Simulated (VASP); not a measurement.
# Ga2SnO2 (P-3m1) in VASP: further runs, part 3 of 3

VASP 6.6.1.

## 4. Single point, PBE

This run uses another cell than the first one, of 18.86 Å³/atom, 1.286 times its volume.

Input file INCAR:

```
ALGO = Normal
EDIFF = 1E-7
ENCUT = 520
GGA = PE
ISIF = 2
ISMEAR = 0
LASPH = True
LCHARG = True
LELF = True
LREAL = False
LVHAR = True
LWAVE = False
NBANDS = 34
NELM = 60
PREC = Accurate
SIGMA = 0.1
```

Input file KPOINTS:

```
k-points
0
Gamma
  12 12 6
```

Input file POSCAR:

```
Ga2SnO2
1.0
    3.8214282076      0.0000000000      0.0000000000
   -1.9107141038      3.3094539065      0.0000000000
    0.0000000000      0.0000000000      7.4563918524
Ga Sn O
2 1 2
Direct
    0.3333333333      0.6666666667      0.4111769832
    0.6666666667      0.3333333333      0.5888230168
    0.0000000000      0.0000000000      0.0000000000
    0.3333333333      0.6666666667      0.1671289190
    0.6666666667      0.3333333333      0.8328710810
```

Potentials or basis: VASP PAW PBE potentials, release 64 (Ga_d, Sn_d, O).

Launch:

```console
$ cat potpaw_PBE.64/Ga_d/POTCAR potpaw_PBE.64/Sn_d/POTCAR potpaw_PBE.64/O/POTCAR > POTCAR
$ mpirun -np 1 vasp_std > vasp.out
```

OUTCAR:

```text
EDIFF = 1E-7
   ENCUT = 520
   GGA = PE
   ISIF = 2
   ISMEAR = 0
   LASPH = True
   LREAL = False
   NELM = 60
   PREC = Accurate

 ion  position               nearest neighbor table
   1  0.333  0.667  0.411-   4 1.82   2 2.57   2 2.57   2 2.57
   2  0.667  0.333  0.589-   5 1.82   1 2.57   1 2.57   1 2.57
   3  0.000  0.000  0.000-   4 2.53   5 2.53   4 2.53   5 2.53   5 2.53   4 2.53
   4  0.333  0.667  0.167-   1 1.82   3 2.53   3 2.53   3 2.53
   5  0.667  0.333  0.833-   2 1.82   3 2.53   3 2.53   3 2.53

  LATTYP: Found a hexagonal cell.
 ALAT       =     3.8214282076
 C/A-ratio  =     1.9512055303

  Lattice vectors:

 A1 = (   3.8214282076,   0.0000000000,   0.0000000000)
 A2 = (  -1.9107141038,   3.3094539065,   0.0000000000)
 A3 = (   0.0000000000,   0.0000000000,   7.4563918524)

Analysis of symmetry for initial positions (statically):
=====================================================================
 Subroutine PRICEL returns:
 Original cell was already a primitive cell.

 Routine SETGRP: Setting up the symmetry group for a
 hexagonal supercell.

 Subroutine GETGRP returns: Found 12 space group operations
 (whereof 12 operations were pure point group operations)
 out of a pool of 24 trial point group operations.

The static configuration has the point symmetry D_3d.

Analysis of symmetry for dynamics (positions and initial velocities):
=====================================================================
 Subroutine PRICEL returns:
 Original cell was already a primitive cell.

 Routine SETGRP: Setting up the symmetry group for a
 hexagonal supercell.

 Subroutine GETGRP returns: Found 12 space group operations
 (whereof 12 operations were pure point group operations)
 out of a pool of 24 trial point group operations.

The dynamic configuration has the point symmetry D_3d.

 Subroutine INISYM returns: Found 12 space group operations
 (whereof 12 operations are pure point group operations),
 and found     1 'primitive' translations

----------------------------------------------------------------------------------------

                                     Primitive cell

  volume of cell :      94.2998

  direct lattice vectors                    reciprocal lattice vectors
     3.821428208  0.000000000  0.000000000     0.261682268  0.151082328  0.000000000
    -1.910714104  3.309453906  0.000000000     0.000000000  0.302164656  0.000000000
     0.000000000  0.000000000  7.456391852     0.000000000  0.000000000  0.134113123

  length of vectors
     3.821428208  3.821428208  7.456391852     0.302164656  0.302164656  0.134113123

  position of ions in fractional coordinates (direct lattice)
     0.333333333  0.666666667  0.411176983
     0.666666667  0.333333333  0.588823017
     0.000000000  0.000000000  0.000000000
     0.333333333  0.666666667  0.167128919
     0.666666667  0.333333333  0.832871081

  ion indices of the primitive-cell ions
   primitive index   ion index
                 1           1
                 2           2
                 3           3
                 4           4
                 5           5

----------------------------------------------------------------------------------------

 KPOINTS: k-points

Automatic generation of k-mesh.
 Grid dimensions read from file:
 generate k-points for:   12   12    6

 Generating k-lattice:

  Cartesian coordinates                     Fractional coordinates (reciprocal lattice)
     0.021806856  0.012590194  0.000000000     0.083333333  0.000000000  0.000000000
     0.000000000  0.025180388  0.000000000     0.000000000  0.083333333  0.000000000
     0.000000000  0.000000000  0.022352187     0.000000000  0.000000000  0.166666667

  Length of vectors
     0.025180388  0.025180388  0.022352187

  Shift w.r.t. Gamma in fractional coordinates (k-lattice)
     0.000000000  0.000000000  0.000000000

 Subroutine IBZKPT returns following result:
 ===========================================

 Found    100 irreducible k-points:

 Following reciprocal coordinates:
            Coordinates               Weight
  0.000000  0.000000  0.000000      1.000000
  0.083333  0.000000  0.000000      6.000000
  0.166667  0.000000  0.000000      6.000000
  0.250000 -0.000000  0.000000      6.000000
  0.333333  0.000000  0.000000      6.000000
  0.416667 -0.000000  0.000000      6.000000
[... 16 lines left out ...]
  0.166667  0.000000  0.166667      6.000000
  0.000000  0.166667  0.166667      6.000000
 [... further k-points ...]
   k-points           NKPTS =    100   k-points in BZ     NKDIM =    100   number of bands    NBANDS=     34
   number of dos      NEDOS =    301   number of ions     NIONS =      5
   total plane-waves  NPLWV =  43904
   dimension x,y,z NGX =    28 NGY =   28 NGZ =   56
   dimension x,y,z NGXF=    56 NGYF=   56 NGZF=  112
   ions per type =               2   1   2
   NGX,Y,Z   is equivalent  to a cutoff of  12.18, 12.18, 12.49 a.u.
   NGXF,Y,Z  is equivalent  to a cutoff of  24.36, 24.36, 24.97 a.u.
 SYSTEM =  unknown system
   PREC   = accura    normal or accurate (medium, high low for compatibility)
   ISTART =      0    job   : 0-new  1-cont  2-samecut
   ICHARG =      2    charge: 1-file 2-atom 10-const
   ISPIN  =      1    spin polarized calculation?
   LNONCOLLINEAR =      F non collinear calculations
   LSORBIT =      F    spin-orbit coupling
   LASPH  =      T    aspherical Exc in radial PAW
   ENCUT  =  520.0 eV  38.22 Ry    6.18 a.u.   7.11  7.11 13.86*2*pi/ulx,y,z
   NELM   =     60;   NELMIN=  2; NELMDL= -5     # of ELM steps
   EDIFF  = 0.1E-06   stopping-criterion for ELM
   LREAL  =      F    real-space projection
   EDIFFG = 0.1E-05   stopping-criterion for IOM
   NSW    =      0    number of steps for IOM
   IBRION =     -1    ionic relax: 0-MD 1-quasi-New 2-CG
   NFREE  =      0    steps in history (QN), initial steepest desc. (CG)
   ISIF   =      2    stress and relaxation
   ISYM   =      2    0-nonsym 1-usesym 2-fastsym
   POTIM  = 0.5000    time-step for ionic-motion
   TEBEG  =    0.0;   TEEND  =   0.0 temperature during run
   PSTRESS=    0.0 pullay stress
   NELECT =      52.0000    total number of electrons
   NUPDOWN=      -1.0000    fix difference up-down
   EMIN   =  10.00;   EMAX   =-10.00  energy-range for DOS
   EFERMI =   0.00;   METHOD = LEGACY
   ISMEAR =     0;   SIGMA  =   0.10  broadening in eV -4-tet -1-fermi 0-gaus
   EFERMI_NEDOS =   21; number of points for ismear=-14 and -15
   IALGO  =     38    algorithm
   IMIX   =      4    mixing-type and parameters
     AMIX     =   0.40;   BMIX     =  1.00
     AMIX_MAG =   1.60;   BMIX_MAG =  1.00
  volume/ion in A,a.u.               =      18.86       127.27
  Fermi-wavevector in a.u.,A,eV,Ry     =   1.342473  2.536907 24.520894  1.802235
  Thomas-Fermi vector in A             =   2.470624
   LORBIT       =      0    0 simple, 1 ext, 2 COOP (PROOUT), +10 PAW based schemes
   GGA     = PE    functional components
   LHFCALC =     F    Hartree Fock is set to
   AEXX    =    0.0000 exact exchange contribution
   IVDW    =     0    specifies the selected vdW correction
   LEPSILON=     F    determine dielectric tensor
   LRPA    =     F    only Hartree local field effects (RPA)
 non-spin polarized calculation
 Gauss-broadening in eV      SIGMA  =   0.10
  energy-cutoff  :      520.00
  volume of cell :       94.30
 maximum number of plane-waves:      2565
   NGX = 15   NGY = 15   NGZ = 27

 number of electron      51.9999995 magnetization

 Free energy of the ion-electron system (eV)
  ---------------------------------------------------
  ext. energy  EPLUGINS =         0.00000000
  ---------------------------------------------------
  free energy    TOTEN  =       -23.69247975 eV

  energy without entropy =      -23.68536511  energy(sigma->0) =      -23.68892243

 E-fermi :   4.5145     XC(G=0):  -9.7094

 val. band max:        4.4951472248   @ k =   0.4167   0.1667   0.0000
 cond. band min:       4.5193026252   @ k =  -0.1667   0.5000   0.1667
 fundamental gap:      0.0241554004
 Fermi energy:         4.5144863120

 k-point     1 :       0.0000    0.0000    0.0000
  band No.  band energies     occupation
      1     -16.9161      2.00000
      2     -16.8673      2.00000
      3     -16.8673      2.00000
      4     -16.8566      2.00000
      5     -16.8566      2.00000
      6     -14.3423      2.00000
[... 26 lines left out ...]
     33      10.8104      0.00000
     34      10.8104      0.00000
[... 820 lines left out ...]
      4     -16.8644      2.00000
      5     -16.8501      2.00000
      6     -14.2816      2.00000
[... 26 lines left out ...]
     33      11.9309      0.00000
     34      11.9445      0.00000

 [... further k-points ...]
[... 5 lines left out ...]
  --------------------------------------------------------------------------------------
  -------------------------------------------------------------------------------------
  Total        0.0037609      0.0037609      0.1777759      0.0000000      0.0000000      0.0000000
  in kB        0.0638980      0.0638980      3.0204571      0.0000000      0.0000000      0.0000000
  external PRESSURE =       1.0494177 kB  Pullay stress =       0.0000000 kB

 VOLUME and BASIS-vectors are now :
 -----------------------------------------------------------------------------
  energy-cutoff  :      520.00
  volume of cell :       94.30
      direct lattice vectors                 reciprocal lattice vectors
     3.821428208  0.000000000  0.000000000     0.261682268  0.151082328  0.000000000
    -1.910714104  3.309453906  0.000000000     0.000000000  0.302164656  0.000000000
     0.000000000  0.000000000  7.456391852     0.000000000  0.000000000  0.134113123

 POSITION                                       TOTAL-FORCE (eV/Angst)
 -----------------------------------------------------------------------------------
     -0.00000      2.20630      3.06590         0.000000     -0.000000      0.056193
      1.91071      1.10315      4.39050        -0.000000      0.000000     -0.056193
      0.00000      0.00000      0.00000         0.000000      0.000000      0.000000
     -0.00000      2.20630      1.24618         0.000000      0.000000     -0.041784
      1.91071      1.10315      6.21021         0.000000     -0.000000      0.041784
 -----------------------------------------------------------------------------------
    total drift:                                0.000000     -0.000000      0.000000

  FREE ENERGIE OF THE ION-ELECTRON SYSTEM (eV)
  ---------------------------------------------------
  free  energy   TOTEN  =       -23.6924797521 eV

  energy  without entropy=      -23.6853651130  energy(sigma->0) =      -23.68892243
```

OSZICAR:

```text
N       E                     dE             d eps       ncg     rms          rms(c)
DAV:   1     0.514333463528E+03    0.51433E+03   -0.25237E+04  7192   0.248E+03
DAV:   2     0.635619104768E+02   -0.45077E+03   -0.43073E+03  7160   0.584E+02
DAV:   3    -0.223288597759E+02   -0.85891E+02   -0.83582E+02  8022   0.197E+02
DAV:   4    -0.276530708538E+02   -0.53242E+01   -0.52823E+01  8416   0.525E+01
DAV:   5    -0.278051305555E+02   -0.15206E+00   -0.15182E+00  9214   0.850E+00    0.119E+01
DAV:   6    -0.240740208873E+02    0.37311E+01   -0.18951E+01 10238   0.400E+01    0.658E+00
DAV:   7    -0.236957623495E+02    0.37826E+00   -0.34100E+00  9194   0.127E+01    0.238E+00
DAV:   8    -0.236922158811E+02    0.35465E-02   -0.46076E-01  7444   0.468E+00    0.107E+00
DAV:   9    -0.236915534328E+02    0.66245E-03   -0.67609E-02  9964   0.207E+00    0.356E-01
DAV:  10    -0.236925594248E+02   -0.10060E-02   -0.24087E-02  9154   0.141E+00    0.188E-01
DAV:  11    -0.236924153473E+02    0.14408E-03   -0.33486E-03  9184   0.498E-01    0.313E-02
DAV:  12    -0.236924836088E+02   -0.68262E-04   -0.47898E-04  7834   0.200E-01    0.177E-02
DAV:  13    -0.236924785970E+02    0.50118E-05   -0.81233E-05  8514   0.807E-02    0.633E-03
DAV:  14    -0.236924796629E+02   -0.10659E-05   -0.14168E-05  8962   0.211E-02    0.209E-03
DAV:  15    -0.236924797256E+02   -0.62671E-07   -0.11003E-06  9042   0.741E-03    0.113E-03
DAV:  16    -0.236924797521E+02   -0.26499E-07   -0.29849E-07  6036   0.421E-03
   1 F= -.23692480E+02 E0= -.23688922E+02  d E =-.711464E-02
```

Run time: 2.8 min. Hardware: 1 thread of Intel Xeon 6975P-C (Granite Rapids), shared host; peak memory 0.41 GiB.

What came out:

| Property | Result |
| --- | --- |
| Free energy | -23.6925 eV |
| Pressure | 0.1 GPa |
| Largest force | 0.056 eV/Å |
| Band gap on the k mesh | zero (band 26 reaches 5.93 eV, above the bottom of band 27 at 4.09 eV) |

Forces in eV/Å, atoms in the order of the input:
```
Ga   0.000  0.000  0.056
Ga   0.000  0.000 -0.056
Sn   0.000  0.000  0.000
O    0.000  0.000 -0.042
O    0.000  0.000  0.042
```

Caveat: spin-orbit coupling is left out, which moves the levels of the heavy elements.

## 5. Overview

| cell | k mesh | gap on the mesh (eV) | pressure (GPa) | largest force (eV/Å) |
| --- | --- | --- | --- | --- |
| a = 3.946, b = 3.946, c = 5.439 Å, angles 90.0, 90.0, 120.0°, 5 atoms | 6 × 6 × 4 | none | 159.2 | 80.34 |
| a = 3.835, b = 3.835, c = 7.386 Å, angles 90.0, 90.0, 120.0°, 5 atoms | 6 × 6 × 4 | none | 0.1 | 0.05 |
| a = 3.821, b = 3.821, c = 7.456 Å, angles 90.0, 90.0, 120.0°, 5 atoms | 12 × 12 × 6 | none | 0.1 | 0.06 |

Alike in all rows: task single point; level PBE; potentials or basis VASP PAW PBE potentials, release 64 (Ga_d, Sn_d, O); no spin polarisation; cutoff (eV) 520; smearing gaussian 0.1 eV.

Caveats: spin-orbit coupling is left out, which moves the levels of the heavy elements; forces of over 1 eV/Å act on the atoms, so gaps and moduli don't describe the material at rest (some runs).

Total energies depend on the potentials used, so only differences within one code and one set of settings carry meaning.
